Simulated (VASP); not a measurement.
# W (Fm-3m) in VASP: further runs

Aim: see how the results for W move with the level of theory and the settings. Levels: B3LYP, PBE-based screened hybrid with 25 % exact exchange. Tasks: single point.

All numbers are computed with VASP 6.6.1; they aren't measurements. Logs are shortened: lines on timing, memory, paths and dates and some standing lists are left out, and cuts for length are marked.

### Step 1. The cell of the first run

The structure is cubic, space group Fm-3m (No. 225). The conventional cell has a = 4.061 Å, b = 4.061 Å, c = 4.061 Å, α = 90.00°, β = 90.00°, γ = 90.00°. Within 3.8 Å of W (site symmetry m-3m) lie 12 W at 2.87 Å.

This isn't the form of W at room conditions, which is bcc.

### Step 2. Single point, B3LYP

POSCAR reads:

```
W
1.0
    0.0000000000      2.0304405658      2.0304405658
    2.0304405658      0.0000000000      2.0304405658
    2.0304405658      2.0304405658      0.0000000000
W
1
Direct
    0.0000000000      0.0000000000      0.0000000000
```

INCAR.step1 reads:

```
PREC     = Accurate       # precision mode
ENCUT    = 520            # plane-wave cutoff, eV
EDIFF    = 1E-5           # SCF threshold, eV
ISMEAR   = -1             # smearing method
SIGMA    = 0.05           # smearing width, eV
LREAL    = F              # projectors in reciprocal space
LASPH    = T              # aspherical terms in the spheres
NELM     = 100            # most SCF steps
ALGO     = Normal         # electronic algorithm
ISIF     = 2              # what is computed and relaxed
LWAVE    = T              # write WAVECAR
NBANDS   = 13             # bands
GGA      = PE             # functional
```

INCAR.step2 reads:

```
PREC     = Accurate       # precision mode
ENCUT    = 520            # plane-wave cutoff, eV
EDIFF    = 1E-6           # SCF threshold, eV
ISMEAR   = -1             # smearing method
SIGMA    = 0.05           # smearing width, eV
LREAL    = F              # projectors in reciprocal space
LASPH    = T              # aspherical terms in the spheres
NELM     = 100            # most SCF steps
ALGO     = Normal         # electronic algorithm
ISIF     = 2              # what is computed and relaxed
LWAVE    = F              # write WAVECAR
LCHARG   = T              # write CHGCAR
GGA      = B3             # functional
LHFCALC  = T              # exact exchange
AEXX     = 0.2            # exact-exchange fraction
AGGAX    = 0.72         
AGGAC    = 0.81         
ALDAC    = 0.19         
PRECFOCK = Normal       
LELF     = T              # ELF
LVHAR    = T            
NBANDS   = 13             # bands
ISTART   = 1
```

KPOINTS reads:

```
Automatic mesh
0
Gamma
  6 6 6
```

Potentials or basis: VASP PAW PBE potentials, release 64 (W_sv).

Command:

```console
cat potpaw_PBE.64/W_sv/POTCAR > POTCAR
cp INCAR.step1 INCAR
mpirun -np 1 vasp_std > vasp.out
cp INCAR.step2 INCAR
mpirun -np 1 vasp_std > vasp.out
```

OUTCAR:

```text
PREC = Accurate
   ENCUT = 520
   EDIFF = 1E-6
   ISMEAR = -1
   LREAL = F
   LASPH = T
   NELM = 100
   ISIF = 2
   GGA = B3
   LHFCALC = T
   AEXX = 0.2
   PRECFOCK = Normal
   ISTART = 1

 ion  position               nearest neighbor table
   1  0.000  0.000  0.000-

  LATTYP: Found a face centered cubic cell.
 ALAT       =     4.0608811316

  Lattice vectors:

 A1 = (   0.0000000000,   2.0304405658,   2.0304405658)
 A2 = (   2.0304405658,   0.0000000000,   2.0304405658)
 A3 = (   2.0304405658,   2.0304405658,   0.0000000000)

Analysis of symmetry for initial positions (statically):
=====================================================================
 Subroutine PRICEL returns:
 Original cell was already a primitive cell.

 Routine SETGRP: Setting up the symmetry group for a
 face centered cubic supercell.

 Subroutine GETGRP returns: Found 48 space group operations
 (whereof 48 operations were pure point group operations)
 out of a pool of 48 trial point group operations.

The static configuration has the point symmetry O_h .

Analysis of symmetry for dynamics (positions and initial velocities):
=====================================================================
 Subroutine PRICEL returns:
 Original cell was already a primitive cell.

 Routine SETGRP: Setting up the symmetry group for a
 face centered cubic supercell.

 Subroutine GETGRP returns: Found 48 space group operations
 (whereof 48 operations were pure point group operations)
 out of a pool of 48 trial point group operations.

The dynamic configuration has the point symmetry O_h .

 Subroutine INISYM returns: Found 48 space group operations
 (whereof 48 operations are pure point group operations),
 and found     1 'primitive' translations

----------------------------------------------------------------------------------------

                                     Primitive cell

  volume of cell :      16.7417

  direct lattice vectors                    reciprocal lattice vectors
     0.000000000  2.030440566  2.030440566    -0.246251975  0.246251975  0.246251975
     2.030440566  0.000000000  2.030440566     0.246251975 -0.246251975  0.246251975
     2.030440566  2.030440566  0.000000000     0.246251975  0.246251975 -0.246251975

  length of vectors
     2.871476586  2.871476586  2.871476586     0.426520933  0.426520933  0.426520933

  position of ions in fractional coordinates (direct lattice)
     0.000000000  0.000000000  0.000000000

  ion indices of the primitive-cell ions
   primitive index   ion index
                 1           1

----------------------------------------------------------------------------------------

 KPOINTS: Automatic mesh

Automatic generation of k-mesh.
 Grid dimensions read from file:
 generate k-points for:    6    6    6

 Generating k-lattice:

  Cartesian coordinates                     Fractional coordinates (reciprocal lattice)
    -0.041041996  0.041041996  0.041041996     0.166666667  0.000000000  0.000000000
     0.041041996 -0.041041996  0.041041996     0.000000000  0.166666667  0.000000000
     0.041041996  0.041041996 -0.041041996     0.000000000  0.000000000  0.166666667

  Length of vectors
     0.071086822  0.071086822  0.071086822

  Shift w.r.t. Gamma in fractional coordinates (k-lattice)
     0.000000000  0.000000000  0.000000000

 Subroutine IBZKPT returns following result:
 ===========================================

 Found     16 irreducible k-points:

 Following reciprocal coordinates:
            Coordinates               Weight
  0.000000  0.000000  0.000000      1.000000
  0.166667  0.000000  0.000000      8.000000
  0.333333  0.000000  0.000000      8.000000
  0.500000  0.000000  0.000000      4.000000
  0.166667  0.166667  0.000000      6.000000
  0.333333  0.166667  0.000000     24.000000
[... 8 lines left out ...]
 -0.333333  0.333333  0.166667     24.000000
 -0.333333  0.500000  0.166667     12.000000
   k-points           NKPTS =     16   k-points in BZ     NKDIM =    216   number of bands    NBANDS=     13
   number of dos      NEDOS =    301   number of ions     NIONS =      1
   total plane-waves  NPLWV =  13824
   dimension x,y,z NGX =    24 NGY =   24 NGZ =   24
   dimension x,y,z NGXF=    48 NGYF=   48 NGZF=   48
   ions per type =               1
   NGX,Y,Z   is equivalent  to a cutoff of  13.89, 13.89, 13.89 a.u.
   NGXF,Y,Z  is equivalent  to a cutoff of  27.79, 27.79, 27.79 a.u.
 SYSTEM =  unknown system
   PREC   = accura    normal or accurate (medium, high low for compatibility)
   ISTART =      1    job   : 0-new  1-cont  2-samecut
   ICHARG =      0    charge: 1-file 2-atom 10-const
   ISPIN  =      1    spin polarized calculation?
   LNONCOLLINEAR =      F non collinear calculations
   LSORBIT =      F    spin-orbit coupling
   LASPH  =      T    aspherical Exc in radial PAW
   ENCUT  =  520.0 eV  38.22 Ry    6.18 a.u.   5.34  5.34  5.34*2*pi/ulx,y,z
   NELM   =    100;   NELMIN=  2; NELMDL=  0     # of ELM steps
   EDIFF  = 0.1E-05   stopping-criterion for ELM
   LREAL  =      F    real-space projection
   EDIFFG = 0.1E-04   stopping-criterion for IOM
   NSW    =      0    number of steps for IOM
   IBRION =     -1    ionic relax: 0-MD 1-quasi-New 2-CG
   NFREE  =      0    steps in history (QN), initial steepest desc. (CG)
   ISIF   =      2    stress and relaxation
   ISYM   =      3    0-nonsym 1-usesym 2-fastsym
   POTIM  = 0.5000    time-step for ionic-motion
   TEBEG  =    0.0;   TEEND  =   0.0 temperature during run
   PSTRESS=    0.0 pullay stress
   NELECT =      14.0000    total number of electrons
   NUPDOWN=      -1.0000    fix difference up-down
   EMIN   =  10.00;   EMAX   =-10.00  energy-range for DOS
   EFERMI =   0.00;   METHOD = LEGACY
   ISMEAR =    -1;   SIGMA  =   0.05  broadening in eV -4-tet -1-fermi 0-gaus
   EFERMI_NEDOS =   21; number of points for ismear=-14 and -15
   IALGO  =     38    algorithm
   IMIX   =      1    mixing-type and parameters
     AMIX     =   0.40;   BMIX     =  1.00
     AMIX_MAG =   1.60;   BMIX_MAG =  1.00
  volume/ion in A,a.u.               =      16.74       112.98
  Fermi-wavevector in a.u.,A,eV,Ry     =   1.542353  2.914625 32.366274  2.378854
  Thomas-Fermi vector in A             =   2.648170
   LORBIT       =      0    0 simple, 1 ext, 2 COOP (PROOUT), +10 PAW based schemes
   GGA     = B3    functional components
   LHFCALC =     T    Hartree Fock is set to
   PRECFOCK=normal    Normal, Fast or Accurate (Low or Medium for compatibility)
   ENCUT4O =  -1.0   cutoff for four orbital integrals eV
   NKREDX  =     1    reduce k-point grid by
   NKREDY  =     1    reduce k-point grid by
   NKREDZ  =     1    reduce k-point grid by
   AEXX    =    0.2000 exact exchange contribution
   HFSCREEN=    0.0000 screening length (either q_TF or 0.3 A-1)
   HFSCREENC=   0.0000 screening length for correlation (either q_TF or 0.3 A-1)
   ENCUTFOCK=  -1.0 apply spherical cutoff to Coloumb kernel
   IVDW    =     0    specifies the selected vdW correction
   LEPSILON=     F    determine dielectric tensor
   LRPA    =     F    only Hartree local field effects (RPA)
 non-spin polarized calculation
  energy-cutoff  :      520.00
  volume of cell :       16.74
 maximum number of plane-waves:       464
 NGX is ok and might be reduce to    24
  NGX = 18; NGY = 18; NGZ = 18

 number of electron      14.0000002 magnetization

 Free energy of the ion-electron system (eV)
  ---------------------------------------------------
  ext. energy  EPLUGINS =         0.00000000
  ---------------------------------------------------
  free energy    TOTEN  =       -13.40608439 eV

  energy without entropy =      -13.40288106  energy(sigma->0) =      -13.40448272

 E-fermi :  10.4361     XC(G=0): -10.6094

 val. band max:       10.3162586487   @ k =   0.5000   0.3333   0.0000
 cond. band min:      10.8501308173   @ k =   0.3333   0.3333   0.0000
 fundamental gap:      0.5338721686
 Fermi energy:        10.4361256025

 k-point     1 :       0.0000    0.0000    0.0000
  band No.  band energies     occupation
      1     -66.6654      2.00000
      2     -29.2791      2.00000
      3     -29.2791      2.00000
      4     -29.2791      2.00000
      5       0.3964      2.00000
      6       9.4233      2.00000
      7       9.4233      2.00000
      8       9.4233      2.00000
      9      13.6803      0.00000
     10      13.6803      0.00000
     11      24.2442      0.00000
     12      29.7059      0.00000
     13      29.7059      0.00000

 k-point     2 :       0.1667    0.0000    0.0000
  band No.  band energies     occupation
      1     -66.6366      2.00000
      2     -29.6052      2.00000
      3     -29.3203      2.00000
      4     -29.3203      2.00000
      5       1.6099      2.00000
      6       8.6348      2.00000
      7       9.9536      1.99987
      8       9.9536      1.99987
      9      13.3551      0.00000
     10      13.3551      0.00000
     11      25.9066      0.00000
     12      27.1692      0.00000
     13      31.8770      0.00000

 k-point     3 :       0.3333    0.0000    0.0000
  band No.  band energies     occupation
      1     -66.5785      2.00000
      2     -30.2205      2.00000
      3     -29.3998      2.00000
      4     -29.3998      2.00000
      5       3.6134      2.00000
      6       8.7777      2.00000
      7       9.7753      2.00000
      8       9.7753      2.00000
      9      14.6166      0.00000
     10      14.6166      0.00000
     11      23.2533      0.00000
     12      26.9836      0.00000
     13      33.5005      0.00000
[... 177 lines left out ...]
 k-point    15 :      -0.3333    0.3333    0.1667
  band No.  band energies     occupation
      1     -66.5205      2.00000
      2     -30.2318      2.00000
      3     -29.9235      2.00000
      4     -29.6171      2.00000
      5       6.5587      2.00000
      6       6.7154      2.00000
      7       8.2965      2.00000
      8      12.3807      0.00000
      9      15.5355      0.00000
     10      20.2090      0.00000
     11      20.4290      0.00000
     12      26.4102      0.00000
     13      27.6491      0.00000

 k-point    16 :      -0.3333    0.5000    0.1667
  band No.  band energies     occupation
      1     -66.5110      2.00000
      2     -30.2562      2.00000
      3     -29.8957      2.00000
      4     -29.7302      2.00000
      5       5.4857      2.00000
      6       6.2396      2.00000
      7       9.6343      2.00000
      8      13.4019      0.00000
      9      16.7586      0.00000
     10      20.3770      0.00000
     11      21.6090      0.00000
     12      22.9296      0.00000
     13      26.6346      0.00000

------------------------ aborting loop because EDIFF is reached ----------------------------------------

  FORCE on cell =-STRESS in cart. coord.  units (eV):
  Direction    XX          YY          ZZ          XY          YZ          ZX
  --------------------------------------------------------------------------------------
  -------------------------------------------------------------------------------------
  Total        0.0597495      0.0597495      0.0597495      0.0000000     -0.0000000      0.0000000
  in kB        5.7179971      5.7179971      5.7179971      0.0000000     -0.0000000      0.0000000
  external PRESSURE =       5.7179971 kB  Pullay stress =       0.0000000 kB

 VOLUME and BASIS-vectors are now :
 -----------------------------------------------------------------------------
  energy-cutoff  :      520.00
  volume of cell :       16.74
      direct lattice vectors                 reciprocal lattice vectors
     0.000000000  2.030440566  2.030440566    -0.246251975  0.246251975  0.246251975
     2.030440566  0.000000000  2.030440566     0.246251975 -0.246251975  0.246251975
     2.030440566  2.030440566  0.000000000     0.246251975  0.246251975 -0.246251975

 POSITION                                       TOTAL-FORCE (eV/Angst)
 -----------------------------------------------------------------------------------
      0.00000      0.00000      0.00000         0.000000      0.000000      0.000000
 -----------------------------------------------------------------------------------
    total drift:                               -0.000000     -0.000000     -0.000000

  FREE ENERGIE OF THE ION-ELECTRON SYSTEM (eV)
  ---------------------------------------------------
  free  energy   TOTEN  =       -13.4060843887 eV

  energy  without entropy=      -13.4028810606  energy(sigma->0) =      -13.40448272
```

Wall time 17 min (1 thread of Intel Xeon Platinum 8488C (Sapphire Rapids), shared host); peak memory 0.15 GiB.

Results:

```yaml
Free_energy: -13.4061 eV
Pressure: 0.6 GPa
Band_gap_on_the_k_mesh: zero (bands 7 and 8 overlap by 4.34 eV)
```

Levels at points of the mesh, in eV from the Fermi level:
| k point | band 3 | band 4 | band 5 | band 6 | band 7 | band 8 | band 9 | band 10 | band 11 | band 12 |
| --- | --- | --- | --- | --- | --- | --- | --- | --- | --- | --- |
| (0.00, 0.00, 0.00) | -39.72 | -39.72 | -10.04 | -1.01 | -1.01 | -1.01 | 3.24 | 3.24 | 13.81 | 19.27 |
| (0.50, 0.00, 0.00) | -39.87 | -39.87 | -6.52 | -1.05 | -1.05 | 0.77 | 5.65 | 5.65 | 11.05 | 13.49 |
| (0.50, 0.50, 0.00) | -40.15 | -40.15 | -6.21 | -5.44 | 3.33 | 5.78 | 6.30 | 6.30 | 12.77 | 12.77 |

Caveat: the k points lie up to 0.45 Å⁻¹ apart, too coarse for converged energies and pressures of a metal; the PAW data sets were made with another functional, which shifts forces and pressure a little; spin-orbit coupling is left out, which moves the levels of the heavy elements.

### Step 3. Single point, PBE-based screened hybrid with 25 % exact exchange

POSCAR reads:

```
W
1.0
    0.0000000000      2.0300000000      2.0300000000
    2.0300000000      0.0000000000      2.0300000000
    2.0300000000      2.0300000000      0.0000000000
W
1
Direct
    0.0000000000      0.0000000000      0.0000000000
```

INCAR.step1 reads:

```
ALGO     = Normal         # electronic algorithm
EDIFF    = 1E-5           # SCF threshold, eV
ENCUT    = 520            # plane-wave cutoff, eV
GGA      = PE             # functional
ISIF     = 2              # what is computed and relaxed
ISMEAR   = -1             # smearing method
LASPH    = True           # aspherical terms in the spheres
LREAL    = False          # projectors in reciprocal space
LWAVE    = True           # write WAVECAR
NBANDS   = 13             # bands
NELM     = 100            # most SCF steps
PREC     = Accurate       # precision mode
SIGMA    = 0.05           # smearing width, eV
```

INCAR.step2 reads:

```
AEXX     = 0.25           # exact-exchange fraction
ALGO     = Normal         # electronic algorithm
EDIFF    = 1E-6           # SCF threshold, eV
ENCUT    = 520            # plane-wave cutoff, eV
GGA      = PE             # functional
HFSCREEN = 0.3            # screening, 1/A
ISIF     = 2              # what is computed and relaxed
ISMEAR   = -1             # smearing method
ISTART   = 1            
LASPH    = True           # aspherical terms in the spheres
LCHARG   = True           # write CHGCAR
LELF     = True           # ELF
LHFCALC  = True           # exact exchange
LREAL    = False          # projectors in reciprocal space
LVHAR    = True         
LWAVE    = False          # write WAVECAR
NBANDS   = 13             # bands
NELM     = 100            # most SCF steps
PREC     = Accurate       # precision mode
PRECFOCK = Normal       
SIGMA    = 0.05           # smearing width, eV
```

KPOINTS reads:

```
k-points
0
Gamma
  6 6 6
```

Potentials or basis: VASP PAW PBE potentials, release 64 (W_sv).

Command:

```console
cat potpaw_PBE.64/W_sv/POTCAR > POTCAR
cp INCAR.step1 INCAR
mpirun -np 1 vasp_std > vasp.out
cp INCAR.step2 INCAR
mpirun -np 1 vasp_std > vasp.out
```

Run time: 18 min. Hardware: 1 thread of Intel Xeon Platinum 8488C (Sapphire Rapids), shared host; peak memory 0.25 GiB.

The run converged. Its results:

```
Free energy            : -13.9126 eV
Pressure               : -8.9 GPa
Band gap on the k mesh : zero (bands 7 and 8 overlap by 3.48 eV)
```

Levels at points of the mesh, in eV from the Fermi level:
| k point | band 3 | band 4 | band 5 | band 6 | band 7 | band 8 | band 9 | band 10 | band 11 | band 12 |
| --- | --- | --- | --- | --- | --- | --- | --- | --- | --- | --- |
| (0.00, 0.00, 0.00) | -39.93 | -39.93 | -10.05 | -0.72 | -0.72 | -0.72 | 2.93 | 2.93 | 13.29 | 18.74 |
| (0.50, 0.00, 0.00) | -40.08 | -40.08 | -6.34 | -0.82 | -0.82 | 0.18 | 5.38 | 5.38 | 10.73 | 12.92 |
| (0.50, 0.50, 0.00) | -40.36 | -40.36 | -6.03 | -5.18 | 2.76 | 5.49 | 6.04 | 6.04 | 12.18 | 12.18 |

Caveat: the k points lie up to 0.45 Å⁻¹ apart, too coarse for converged energies and pressures of a metal; the PAW data sets were made with another functional, which shifts forces and pressure a little; spin-orbit coupling is left out, which moves the levels of the heavy elements.

The gap in the log of VASP goes by the Fermi energy; the results here count the filled bands.